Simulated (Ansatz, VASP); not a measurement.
Pd in VASP and in Ansatz

```
Pd
1.0
     0.00000    1.89518    1.89518
     1.89518    0.00000    1.89518
     1.89518    1.89518    0.00000
Pd
1
Direct
  0.00000 0.00000 0.00000
```

Alike in both runs: task single point; functional LDA; k mesh 23 × 23 × 23; occupations fermi-dirac, width 0.1 eV; no spin polarisation.

```csv
,VASP,Ansatz
version,VASP 6.6.1,Ansatz 0.2.0
potentials or method,"VASP PAW LDA potentials, release 64 (Pd), cutoff 520 eV","plane waves (420 eV) with PAW, scalar-relativistic"
valence electrons in the cell,10,18
```

```csv
,VASP,Ansatz,Ansatz less VASP
pressure (GPa),10.4,10.0,-0.30
```

Ansatz warns that its potentials were made for another functional, while VASP's fit it. LDA's correlation is that of Perdew and Zunger in VASP and of Perdew and Wang (1992) in Ansatz. VASP's potentials hold 10 valence electrons a cell and Ansatz's 18, so a difference there can come from the potentials and not from the codes.
